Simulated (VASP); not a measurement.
# Ga4S (Pm-3m) in VASP: notebook

The runs below take Ga4S through single point, relaxation of cell and atoms, with RPBE+D3(BJ), PBE.

Everything below comes from runs of VASP 6.6.1. Logs are shortened: lines on timing, memory, paths and dates and some standing lists are left out, and cuts for length are marked.

### Step 1. The cell of the first run

It takes space group Pm-3m (No. 221, cubic). The conventional cell has a = 4.860 Å, b = 4.860 Å, c = 4.860 Å, α = 90.00°, β = 90.00°, γ = 90.00°. Within 4.5 Å of Ga (site symmetry m-3m) lie 12 Ga at 3.44 Å and 8 S at 4.21 Å. Ga (site symmetry 4/mmm) has 2 S at 2.43 Å within 3.2 Å. S (site symmetry m-3m) has 6 Ga at 2.43 Å within 3.2 Å.

### Step 2. Single point, RPBE+D3(BJ)

Input file INCAR:

```
  ALGO = Normal
  EDIFF = 1E-7
  ENCUT = 520
  GGA = RP
  ISIF = 2
  ISMEAR = 0
  IVDW = 12
  LASPH = True
  LCHARG = False
  LREAL = False
  LWAVE = False
  NBANDS = 37
  NELM = 80
  PREC = Accurate
  SIGMA = 0.1
```

Input file KPOINTS:

```
k-points
0
Gamma
  8 8 8
```

Input file POSCAR:

```
Ga4S
1.0
    4.8604139529      0.0000000000      0.0000000000
    0.0000000000      4.8604139529      0.0000000000
    0.0000000000      0.0000000000      4.8604139529
Ga S
4 1
Direct
    0.0000000000      0.0000000000      0.0000000000
    0.5000000000      0.5000000000      0.0000000000
    0.5000000000      0.0000000000      0.5000000000
    0.0000000000      0.5000000000      0.5000000000
    0.5000000000      0.5000000000      0.5000000000
```

Potentials or basis: VASP PAW PBE potentials, release 64 (Ga_d, S).

The run is started by

```
> cat potpaw_PBE.64/Ga_d/POTCAR potpaw_PBE.64/S/POTCAR > POTCAR
> mpirun -np 1 vasp_std > vasp.out
```

OUTCAR:

```text
EDIFF = 1E-7
   ENCUT = 520
   GGA = RP
   ISIF = 2
   ISMEAR = 0
   IVDW = 12
   LASPH = True
   LREAL = False
   NELM = 80
   PREC = Accurate
 IVDW          = 12

 ion  position               nearest neighbor table
   1  0.000  0.000  0.000-
   2  0.500  0.500  0.000-   5 2.43   5 2.43
   3  0.500  0.000  0.500-   5 2.43   5 2.43
   4  0.000  0.500  0.500-   5 2.43   5 2.43
   5  0.500  0.500  0.500-   2 2.43   3 2.43   4 2.43   2 2.43   3 2.43   4 2.43

  LATTYP: Found a simple cubic cell.
 ALAT       =     4.8604139529

  Lattice vectors:

 A1 = (   4.8604139529,   0.0000000000,   0.0000000000)
 A2 = (   0.0000000000,   4.8604139529,   0.0000000000)
 A3 = (   0.0000000000,   0.0000000000,   4.8604139529)

Analysis of symmetry for initial positions (statically):
=====================================================================
 Subroutine PRICEL returns:
 Original cell was already a primitive cell.

 Routine SETGRP: Setting up the symmetry group for a
 simple cubic supercell.

 Subroutine GETGRP returns: Found 48 space group operations
[... 9 lines left out ...]

 Routine SETGRP: Setting up the symmetry group for a
 simple cubic supercell.

 Subroutine GETGRP returns: Found 48 space group operations
[... 11 lines left out ...]
                                     Primitive cell

  volume of cell :     114.8206

  direct lattice vectors                    reciprocal lattice vectors
     4.860413953  0.000000000  0.000000000     0.205743793  0.000000000  0.000000000
     0.000000000  4.860413953  0.000000000     0.000000000  0.205743793  0.000000000
     0.000000000  0.000000000  4.860413953     0.000000000  0.000000000  0.205743793

  length of vectors
     4.860413953  4.860413953  4.860413953     0.205743793  0.205743793  0.205743793

  position of ions in fractional coordinates (direct lattice)
     0.000000000  0.000000000  0.000000000
     0.500000000  0.500000000  0.000000000
     0.500000000  0.000000000  0.500000000
     0.000000000  0.500000000  0.500000000
     0.500000000  0.500000000  0.500000000

  ion indices of the primitive-cell ions
   primitive index   ion index
                 1           1
                 2           2
                 3           3
                 4           4
                 5           5

----------------------------------------------------------------------------------------

 KPOINTS: k-points

Automatic generation of k-mesh.
 Grid dimensions read from file:
 generate k-points for:    8    8    8

 Generating k-lattice:

  Cartesian coordinates                     Fractional coordinates (reciprocal lattice)
     0.025717974  0.000000000  0.000000000     0.125000000  0.000000000  0.000000000
     0.000000000  0.025717974  0.000000000     0.000000000  0.125000000  0.000000000
     0.000000000  0.000000000  0.025717974     0.000000000  0.000000000  0.125000000

  Length of vectors
     0.025717974  0.025717974  0.025717974

  Shift w.r.t. Gamma in fractional coordinates (k-lattice)
     0.000000000  0.000000000  0.000000000

 Subroutine IBZKPT returns following result:
 ===========================================

 Found     35 irreducible k-points:

 Following reciprocal coordinates:
            Coordinates               Weight
  0.000000  0.000000  0.000000      1.000000
  0.125000  0.000000  0.000000      6.000000
  0.250000  0.000000  0.000000      6.000000
  0.375000  0.000000  0.000000      6.000000
  0.500000  0.000000  0.000000      3.000000
  0.125000  0.125000  0.000000     12.000000
[... 16 lines left out ...]
  0.375000  0.375000  0.125000     24.000000
  0.500000  0.375000  0.125000     24.000000
 [... further k-points ...]
   k-points           NKPTS =     35   k-points in BZ     NKDIM =     35   number of bands    NBANDS=     37
   number of dos      NEDOS =    301   number of ions     NIONS =      5
   total plane-waves  NPLWV =  46656
   dimension x,y,z NGX =    36 NGY =   36 NGZ =   36
   dimension x,y,z NGXF=    72 NGYF=   72 NGZF=   72
   ions per type =               4   1
   NGX,Y,Z   is equivalent  to a cutoff of  12.31, 12.31, 12.31 a.u.
   NGXF,Y,Z  is equivalent  to a cutoff of  24.63, 24.63, 24.63 a.u.
 SYSTEM =  unknown system
   PREC   = accura    normal or accurate (medium, high low for compatibility)
   ISTART =      0    job   : 0-new  1-cont  2-samecut
   ICHARG =      2    charge: 1-file 2-atom 10-const
   ISPIN  =      1    spin polarized calculation?
   LNONCOLLINEAR =      F non collinear calculations
   LSORBIT =      F    spin-orbit coupling
   LASPH  =      T    aspherical Exc in radial PAW
   ENCUT  =  520.0 eV  38.22 Ry    6.18 a.u.   9.04  9.04  9.04*2*pi/ulx,y,z
   NELM   =     80;   NELMIN=  2; NELMDL= -5     # of ELM steps
   EDIFF  = 0.1E-06   stopping-criterion for ELM
   LREAL  =      F    real-space projection
   EDIFFG = 0.1E-05   stopping-criterion for IOM
   NSW    =      0    number of steps for IOM
   IBRION =     -1    ionic relax: 0-MD 1-quasi-New 2-CG
   NFREE  =      0    steps in history (QN), initial steepest desc. (CG)
   ISIF   =      2    stress and relaxation
   ISYM   =      2    0-nonsym 1-usesym 2-fastsym
   POTIM  = 0.5000    time-step for ionic-motion
   TEBEG  =    0.0;   TEEND  =   0.0 temperature during run
   PSTRESS=    0.0 pullay stress
   NELECT =      58.0000    total number of electrons
   NUPDOWN=      -1.0000    fix difference up-down
   EMIN   =  10.00;   EMAX   =-10.00  energy-range for DOS
   EFERMI =   0.00;   METHOD = LEGACY
   ISMEAR =     0;   SIGMA  =   0.10  broadening in eV -4-tet -1-fermi 0-gaus
   EFERMI_NEDOS =   21; number of points for ismear=-14 and -15
   IALGO  =     38    algorithm
   IMIX   =      4    mixing-type and parameters
     AMIX     =   0.40;   BMIX     =  1.00
     AMIX_MAG =   1.60;   BMIX_MAG =  1.00
  volume/ion in A,a.u.               =      22.96       154.97
  Fermi-wavevector in a.u.,A,eV,Ry     =   1.303800  2.463824 23.128460  1.699894
  Thomas-Fermi vector in A             =   2.434778
   LORBIT       =      0    0 simple, 1 ext, 2 COOP (PROOUT), +10 PAW based schemes
   GGA     = RP    functional components
   LHFCALC =     F    Hartree Fock is set to
   AEXX    =    0.0000 exact exchange contribution
   IVDW    =    12    specifies the selected vdW correction
   LEPSILON=     F    determine dielectric tensor
   LRPA    =     F    only Hartree local field effects (RPA)
 non-spin polarized calculation
 Gauss-broadening in eV      SIGMA  =   0.10
  energy-cutoff  :      520.00
  volume of cell :      114.82
 maximum number of plane-waves:      3136
   NGX = 19   NGY = 19   NGZ = 19

 number of electron      58.0000081 magnetization

 Free energy of the ion-electron system (eV)
  ---------------------------------------------------
  ext. energy  EPLUGINS =         0.00000000
  ---------------------------------------------------
  free energy    TOTEN  =       -12.13519801 eV

  energy without entropy =      -12.11618953  energy(sigma->0) =      -12.12569377

 E-fermi :   4.2596     XC(G=0):  -9.6697

 val. band max:        4.2197740028   @ k =   0.3750   0.1250   0.0000
 cond. band min:       4.2831911105   @ k =   0.3750   0.2500   0.1250
 fundamental gap:      0.0634171077
 Fermi energy:         4.2596171799

 k-point     1 :       0.0000    0.0000    0.0000
  band No.  band energies     occupation
      1     -11.8923      2.00000
      2     -10.8174      2.00000
      3     -10.8174      2.00000
      4     -10.8174      2.00000
      5     -10.7798      2.00000
      6     -10.7798      2.00000
[... 29 lines left out ...]
     36       9.5093      0.00000
     37       9.5093      0.00000

 k-point     2 :       0.1250    0.0000    0.0000
  band No.  band energies     occupation
      1     -11.8601      2.00000
      2     -10.8160      2.00000
      3     -10.8129      2.00000
      4     -10.8129      2.00000
      5     -10.7801      2.00000
      6     -10.7771      2.00000
[... 29 lines left out ...]
     36      10.2281      0.00000
     37      10.2303      0.00000

 k-point     3 :       0.2500    0.0000    0.0000
  band No.  band energies     occupation
      1     -11.7769      2.00000
      2     -10.8124      2.00000
      3     -10.8000      2.00000
      4     -10.8000      2.00000
      5     -10.7983      2.00000
      6     -10.7734      2.00000
[... 29 lines left out ...]
     36       9.7494      0.00000
     37       9.9153      0.00000

 k-point     4 :       0.3750    0.0000    0.0000
  band No.  band energies     occupation
      1     -11.6832      2.00000
      2     -10.8283      2.00000
      3     -10.8082      2.00000
      4     -10.7804      2.00000
      5     -10.7804      2.00000
      6     -10.7703      2.00000
[... 29 lines left out ...]
     36       9.1472      0.00000
     37       9.2155      0.00000
[... 683 lines left out ...]
      1     -11.4614      2.00000
      2     -10.8565      2.00000
      3     -10.8101      2.00000
      4     -10.7928      2.00000
      5     -10.7693      2.00000
      6     -10.7692      2.00000
[... 29 lines left out ...]
     36       8.4086      0.00000
     37       9.6629      0.00000

 k-point    23 :       0.3750    0.3750    0.1250
  band No.  band energies     occupation
      1     -11.3945      2.00000
      2     -10.8496      2.00000
      3     -10.8363      2.00000
      4     -10.7859      2.00000
      5     -10.7717      2.00000
      6     -10.7714      2.00000
[... 29 lines left out ...]
     36       9.1187      0.00000
     37       9.4079      0.00000

 k-point    24 :       0.5000    0.3750    0.1250
  band No.  band energies     occupation
      1     -11.3374      2.00000
      2     -10.8628      2.00000
      3     -10.8439      2.00000
      4     -10.7824      2.00000
      5     -10.7702      2.00000
      6     -10.7674      2.00000
[... 29 lines left out ...]
     36       9.0532      0.00000
     37       9.4647      0.00000

 [... further k-points ...]

------------------------ aborting loop because EDIFF is reached ----------------------------------------

 Edisp (eV)   -6.90287

 E8    (eV) :    -4.4861

  FORCE on cell =-STRESS in cart. coord.  units (eV):
  Direction    XX          YY          ZZ          XY          YZ          ZX
  --------------------------------------------------------------------------------------
  -------------------------------------------------------------------------------------
  Total       0.01311     0.01311     0.01311    -0.00000     0.00000    -0.00000
  in kB       0.18287     0.18287     0.18287    -0.00000     0.00000    -0.00000
  external pressure =        0.18 kB  Pullay stress =        0.00 kB

 VOLUME and BASIS-vectors are now :
 -----------------------------------------------------------------------------
  energy-cutoff  :      520.00
  volume of cell :      114.82
      direct lattice vectors                 reciprocal lattice vectors
     4.860413953  0.000000000  0.000000000     0.205743793  0.000000000  0.000000000
     0.000000000  4.860413953  0.000000000     0.000000000  0.205743793  0.000000000
     0.000000000  0.000000000  4.860413953     0.000000000  0.000000000  0.205743793

 POSITION                                       TOTAL-FORCE (eV/Angst)
 -----------------------------------------------------------------------------------
      0.00000      0.00000      0.00000         0.000000      0.000000      0.000000
      2.43021      2.43021      0.00000         0.000000      0.000000      0.000000
      2.43021      0.00000      2.43021         0.000000      0.000000      0.000000
      0.00000      2.43021      2.43021         0.000000      0.000000      0.000000
      2.43021      2.43021      2.43021         0.000000      0.000000      0.000000
 -----------------------------------------------------------------------------------
    total drift:                                0.000000      0.000000      0.000000

  FREE ENERGIE OF THE ION-ELECTRON SYSTEM (eV)
  ---------------------------------------------------
  free  energy   TOTEN  =       -19.0380670028 eV

  energy  without entropy=      -19.0190585275  energy(sigma->0) =      -19.02856277
```

Run time: 50 s. Hardware: 1 thread of Intel Xeon 6975P-C (Granite Rapids), shared host; peak memory 0.27 GiB.

Results:

```yaml
Free_energy: -19.0381 eV
Pressure: 0.0 GPa
Band_gap_on_the_k_mesh: zero (band 29 reaches 5.20 eV, above the bottom of band 30 at 3.23 eV)
Dispersion_energy_per_atom: -1.381 eV
```

Levels at points of the mesh, in eV from the Fermi level:
| k point | band 25 | band 26 | band 27 | band 28 | band 29 | band 30 | band 31 | band 32 | band 33 | band 34 |
| --- | --- | --- | --- | --- | --- | --- | --- | --- | --- | --- |
| (0.00, 0.00, 0.00) | -5.92 | -4.06 | -4.06 | -1.60 | 0.39 | 0.39 | 0.39 | 3.33 | 3.33 | 3.33 |
| (0.50, 0.00, 0.00) | -4.97 | -4.47 | -3.82 | -0.24 | -0.24 | 1.05 | 1.28 | 2.67 | 2.67 | 2.75 |
| (0.50, 0.50, 0.00) | -5.45 | -4.06 | -0.68 | -0.68 | 0.34 | 1.01 | 1.01 | 1.70 | 1.70 | 1.72 |
| (0.50, 0.50, 0.50) | -4.80 | -2.79 | -2.79 | -2.79 | 0.94 | 0.94 | 0.94 | 3.41 | 3.41 | 3.80 |

Caveat: three body term missing; the PAW data sets were made with another functional, which shifts forces and pressure a little; pairwise dispersion overbinds metals, which lowers pressure and volume.

(Continued in part 2 of 2.)
